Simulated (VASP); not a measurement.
# Ba3Sn (L12 type) (Pm-3m) in VASP: notebook

Runs on Ba3Sn (L12 type). Level: LDA. Tasks: single point.

All numbers are computed with VASP 6.6.1; they aren't measurements. Logs are shortened: lines on timing, memory, paths and dates and some standing lists are left out, and cuts for length are marked.

**1. The cell of the first run**

The structure is cubic, space group Pm-3m (No. 221). The conventional cell has a = 5.337 Å, b = 5.337 Å, c = 5.337 Å, α = 90.00°, β = 90.00°, γ = 90.00°. Sn (site symmetry m-3m) has 12 Ba at 3.77 Å within 5.0 Å. Within 5.0 Å of Ba (site symmetry 4/mmm) lie 4 Sn at 3.77 Å and 8 Ba at 3.77 Å.

**2. Single point, LDA**

The input, INCAR:

```
SYSTEM = Ba3Sn
PREC = Accurate ; ENCUT = 520
EDIFF = 1E-7 ; ISMEAR = -1
SIGMA = 0.05 ; LREAL = .FALSE.
LASPH = .TRUE. ; NELM = 100
ALGO = Normal ; ISIF = 2
LWAVE = .FALSE. ; LCHARG = .TRUE.
LELF = .TRUE. ; LVHAR = .TRUE.
NBANDS = 30
```

The input, KPOINTS:

```
Automatic mesh
0
G
  6 6 6
  0 0 0
```

The input, POSCAR:

```
Ba3Sn
1.0
    5.3370903230      0.0000000000      0.0000000000
    0.0000000000      5.3370903230      0.0000000000
    0.0000000000      0.0000000000      5.3370903230
Sn Ba
1 3
Direct
    0.0000000000      0.0000000000      0.0000000000
    0.0000000000      0.5000000000      0.5000000000
    0.5000000000      0.0000000000      0.5000000000
    0.5000000000      0.5000000000      0.0000000000
```

Potentials or basis: VASP PAW LDA potentials, release 64 (Sn_d, Ba_sv).

The run is started by

```bash
> cat potpaw_LDA.64/Sn_d/POTCAR potpaw_LDA.64/Ba_sv/POTCAR > POTCAR
> mpirun -np 1 vasp_std > vasp.out
```

OUTCAR:

```text
SYSTEM = Ba3Sn
   PREC = Accurate
   ENCUT = 520
   EDIFF = 1E-7
   ISMEAR = -1
   LREAL = .FALSE.
   LASPH = .TRUE.
   NELM = 100
   ISIF = 2

 ion  position               nearest neighbor table
   1  0.000  0.000  0.000-   2 3.77   3 3.77   4 3.77   2 3.77   3 3.77   2 3.77   4 3.77   2 3.77
                             3 3.77   4 3.77   3 3.77   4 3.77
   2  0.000  0.500  0.500-   1 3.77   3 3.77   4 3.77   1 3.77   4 3.77   1 3.77   3 3.77   1 3.77
                             3 3.77   4 3.77   4 3.77   3 3.77
   3  0.500  0.000  0.500-   1 3.77   2 3.77   4 3.77   1 3.77   4 3.77   2 3.77   4 3.77   4 3.77
                             1 3.77   2 3.77   1 3.77   2 3.77
   4  0.500  0.500  0.000-   1 3.77   2 3.77   3 3.77   2 3.77   3 3.77   1 3.77   3 3.77   3 3.77
                             1 3.77   2 3.77   2 3.77   1 3.77

  LATTYP: Found a simple cubic cell.
 ALAT       =     5.3370903230

  Lattice vectors:

 A1 = (   5.3370903230,   0.0000000000,   0.0000000000)
 A2 = (   0.0000000000,   5.3370903230,   0.0000000000)
 A3 = (   0.0000000000,   0.0000000000,   5.3370903230)

Analysis of symmetry for initial positions (statically):
=====================================================================
 Subroutine PRICEL returns:
 Original cell was already a primitive cell.

 Routine SETGRP: Setting up the symmetry group for a
 simple cubic supercell.

 Subroutine GETGRP returns: Found 48 space group operations
 (whereof 48 operations were pure point group operations)
 out of a pool of 48 trial point group operations.

The static configuration has the point symmetry O_h .

Analysis of symmetry for dynamics (positions and initial velocities):
=====================================================================
 Subroutine PRICEL returns:
 Original cell was already a primitive cell.

 Routine SETGRP: Setting up the symmetry group for a
 simple cubic supercell.

 Subroutine GETGRP returns: Found 48 space group operations
 (whereof 48 operations were pure point group operations)
 out of a pool of 48 trial point group operations.

The dynamic configuration has the point symmetry O_h .

 Subroutine INISYM returns: Found 48 space group operations
 (whereof 48 operations are pure point group operations),
 and found     1 'primitive' translations

----------------------------------------------------------------------------------------

                                     Primitive cell

  volume of cell :     152.0245

  direct lattice vectors                    reciprocal lattice vectors
     5.337090323  0.000000000  0.000000000     0.187368011  0.000000000  0.000000000
     0.000000000  5.337090323  0.000000000     0.000000000  0.187368011  0.000000000
     0.000000000  0.000000000  5.337090323     0.000000000  0.000000000  0.187368011

  length of vectors
     5.337090323  5.337090323  5.337090323     0.187368011  0.187368011  0.187368011

  position of ions in fractional coordinates (direct lattice)
     0.000000000  0.000000000  0.000000000
     0.000000000  0.500000000  0.500000000
     0.500000000  0.000000000  0.500000000
     0.500000000  0.500000000  0.000000000

  ion indices of the primitive-cell ions
   primitive index   ion index
                 1           1
                 2           2
                 3           3
                 4           4

----------------------------------------------------------------------------------------

 KPOINTS: Automatic mesh

Automatic generation of k-mesh.
 Grid dimensions read from file:
 generate k-points for:    6    6    6

 Generating k-lattice:

  Cartesian coordinates                     Fractional coordinates (reciprocal lattice)
     0.031228002  0.000000000  0.000000000     0.166666667  0.000000000  0.000000000
     0.000000000  0.031228002  0.000000000     0.000000000  0.166666667  0.000000000
     0.000000000  0.000000000  0.031228002     0.000000000  0.000000000  0.166666667

  Length of vectors
     0.031228002  0.031228002  0.031228002

  Shift w.r.t. Gamma in fractional coordinates (k-lattice)
     0.000000000  0.000000000  0.000000000

 Subroutine IBZKPT returns following result:
 ===========================================

 Found     20 irreducible k-points:

 Following reciprocal coordinates:
            Coordinates               Weight
  0.000000  0.000000  0.000000      1.000000
  0.166667  0.000000  0.000000      6.000000
  0.333333  0.000000  0.000000      6.000000
  0.500000  0.000000  0.000000      3.000000
  0.166667  0.166667  0.000000     12.000000
  0.333333  0.166667  0.000000     24.000000
[... 12 lines left out ...]
  0.500000  0.500000  0.333333      6.000000
  0.500000  0.500000  0.500000      1.000000
   k-points           NKPTS =     20   k-points in BZ     NKDIM =     20   number of bands    NBANDS=     30
   number of dos      NEDOS =    301   number of ions     NIONS =      4
   total plane-waves  NPLWV =  64000
   dimension x,y,z NGX =    40 NGY =   40 NGZ =   40
   dimension x,y,z NGXF=    80 NGYF=   80 NGZF=   80
   ions per type =               1   3
   NGX,Y,Z   is equivalent  to a cutoff of  12.46, 12.46, 12.46 a.u.
   NGXF,Y,Z  is equivalent  to a cutoff of  24.92, 24.92, 24.92 a.u.
 SYSTEM =  Ba3Sn
   PREC   = accura    normal or accurate (medium, high low for compatibility)
   ISTART =      0    job   : 0-new  1-cont  2-samecut
   ICHARG =      2    charge: 1-file 2-atom 10-const
   ISPIN  =      1    spin polarized calculation?
   LNONCOLLINEAR =      F non collinear calculations
   LSORBIT =      F    spin-orbit coupling
   LASPH  =      T    aspherical Exc in radial PAW
   ENCUT  =  520.0 eV  38.22 Ry    6.18 a.u.   9.92  9.92  9.92*2*pi/ulx,y,z
   NELM   =    100;   NELMIN=  2; NELMDL= -5     # of ELM steps
   EDIFF  = 0.1E-06   stopping-criterion for ELM
   LREAL  =      F    real-space projection
   EDIFFG = 0.1E-05   stopping-criterion for IOM
   NSW    =      0    number of steps for IOM
   IBRION =     -1    ionic relax: 0-MD 1-quasi-New 2-CG
   NFREE  =      0    steps in history (QN), initial steepest desc. (CG)
   ISIF   =      2    stress and relaxation
   ISYM   =      2    0-nonsym 1-usesym 2-fastsym
   POTIM  = 0.5000    time-step for ionic-motion
   TEBEG  =    0.0;   TEEND  =   0.0 temperature during run
   PSTRESS=    0.0 pullay stress
   NELECT =      44.0000    total number of electrons
   NUPDOWN=      -1.0000    fix difference up-down
   EMIN   =  10.00;   EMAX   =-10.00  energy-range for DOS
   EFERMI =   0.00;   METHOD = LEGACY
   ISMEAR =    -1;   SIGMA  =   0.05  broadening in eV -4-tet -1-fermi 0-gaus
   EFERMI_NEDOS =   21; number of points for ismear=-14 and -15
   IALGO  =     38    algorithm
   IMIX   =      4    mixing-type and parameters
     AMIX     =   0.40;   BMIX     =  1.00
     AMIX_MAG =   1.60;   BMIX_MAG =  1.00
  volume/ion in A,a.u.               =      38.01       256.48
  Fermi-wavevector in a.u.,A,eV,Ry     =   1.082899  2.046382 15.955139  1.172670
  Thomas-Fermi vector in A             =   2.218952
   LORBIT       =      0    0 simple, 1 ext, 2 COOP (PROOUT), +10 PAW based schemes
   GGA     = CA    functional components
   LHFCALC =     F    Hartree Fock is set to
   AEXX    =    0.0000 exact exchange contribution
   IVDW    =     0    specifies the selected vdW correction
   LEPSILON=     F    determine dielectric tensor
   LRPA    =     F    only Hartree local field effects (RPA)
 non-spin polarized calculation
  energy-cutoff  :      520.00
  volume of cell :      152.02
 maximum number of plane-waves:      4116
 NGX is ok and might be reduce to    40
   NGX = 19   NGY = 19   NGZ = 19

 number of electron      44.0000014 magnetization

 Free energy of the ion-electron system (eV)
  ---------------------------------------------------
  ext. energy  EPLUGINS =         0.00000000
  ---------------------------------------------------
  free energy    TOTEN  =       -12.90894977 eV

  energy without entropy =      -12.88150098  energy(sigma->0) =      -12.89522537

 E-fermi :   3.7828     XC(G=0):  -9.3459

 val. band max:        3.7597228977   @ k =   0.5000   0.3333   0.3333
 cond. band min:       3.8472480805   @ k =   0.3333   0.0000   0.0000
 fundamental gap:      0.0875251828
 Fermi energy:         3.7827550568

 k-point     1 :       0.0000    0.0000    0.0000
  band No.  band energies     occupation
      1     -24.7120      2.00000
      2     -24.4034      2.00000
      3     -24.4034      2.00000
      4     -16.5593      2.00000
      5     -16.5593      2.00000
      6     -16.5593      2.00000
[... 22 lines left out ...]
     29       7.2725      0.00000
     30       7.2725      0.00000

 k-point     2 :       0.1667    0.0000    0.0000
  band No.  band energies     occupation
      1     -24.6942      2.00000
      2     -24.4220      2.00000
      3     -24.4030      2.00000
      4     -16.5596      2.00000
      5     -16.5596      2.00000
      6     -16.5593      2.00000
[... 22 lines left out ...]
     29       6.9062      0.00000
     30       7.6767      0.00000

 k-point     3 :       0.3333    0.0000    0.0000
  band No.  band energies     occupation
      1     -24.6479      2.00000
      2     -24.4699      2.00000
      3     -24.4023      2.00000
      4     -16.5603      2.00000
      5     -16.5603      2.00000
      6     -16.5593      2.00000
[... 22 lines left out ...]
     29       7.0878      0.00000
     30       7.2350      0.00000

 k-point     4 :       0.5000    0.0000    0.0000
  band No.  band energies     occupation
      1     -24.6106      2.00000
      2     -24.5080      2.00000
      3     -24.4019      2.00000
      4     -16.5607      2.00000
      5     -16.5607      2.00000
      6     -16.5592      2.00000
[... 484 lines left out ...]
     29       6.5739      0.00000
     30       7.1888      0.00000

 k-point    19 :       0.5000    0.5000    0.3333
  band No.  band energies     occupation
      1     -24.5047      2.00000
      2     -24.5045      2.00000
      3     -24.5045      2.00000
      4     -16.5591      2.00000
      5     -16.5591      2.00000
      6     -16.5587      2.00000
[... 22 lines left out ...]
     29       6.8363      0.00000
     30       7.0660      0.00000

 k-point    20 :       0.5000    0.5000    0.5000
  band No.  band energies     occupation
      1     -24.5040      2.00000
      2     -24.5040      2.00000
      3     -24.5040      2.00000
      4     -16.5586      2.00000
      5     -16.5586      2.00000
      6     -16.5586      2.00000
[... 22 lines left out ...]
     29       6.8095      0.00000
     30       6.8113      0.00000

------------------------ aborting loop because EDIFF is reached ----------------------------------------

  FORCE on cell =-STRESS in cart. coord.  units (eV):
  Direction    XX          YY          ZZ          XY          YZ          ZX
  --------------------------------------------------------------------------------------
  -------------------------------------------------------------------------------------
  Total        0.4280221      0.4280221      0.4280221      0.0000000      0.0000000      0.0000000
  in kB        4.5108992      4.5108992      4.5108992      0.0000000      0.0000000      0.0000000
  external PRESSURE =       4.5108992 kB  Pullay stress =       0.0000000 kB

 VOLUME and BASIS-vectors are now :
 -----------------------------------------------------------------------------
  energy-cutoff  :      520.00
  volume of cell :      152.02
      direct lattice vectors                 reciprocal lattice vectors
     5.337090323  0.000000000  0.000000000     0.187368011  0.000000000  0.000000000
     0.000000000  5.337090323  0.000000000     0.000000000  0.187368011  0.000000000
     0.000000000  0.000000000  5.337090323     0.000000000  0.000000000  0.187368011

 POSITION                                       TOTAL-FORCE (eV/Angst)
 -----------------------------------------------------------------------------------
      0.00000      0.00000      0.00000         0.000000      0.000000      0.000000
      0.00000      2.66855      2.66855         0.000000      0.000000      0.000000
      2.66855      0.00000      2.66855         0.000000      0.000000      0.000000
      2.66855      2.66855      0.00000         0.000000      0.000000      0.000000
 -----------------------------------------------------------------------------------
    total drift:                                0.000000     -0.000000     -0.000000

  FREE ENERGIE OF THE ION-ELECTRON SYSTEM (eV)
  ---------------------------------------------------
  free  energy   TOTEN  =       -12.9089497715 eV

  energy  without entropy=      -12.8815009757  energy(sigma->0) =      -12.89522537
```

Run time: 2.7 min. Hardware: 1 thread of Intel Xeon 8259CL, shared host; peak memory 0.25 GiB.

What came out:

```
Free energy            : -12.9089 eV
Pressure               : 0.5 GPa
Band gap on the k mesh : zero (band 22 reaches 4.45 eV, above the bottom of band 23 at 3.55 eV)
```

Caveat: spin-orbit coupling is left out, which moves the levels of the heavy elements.

(Part 1 of 2 ends here.)
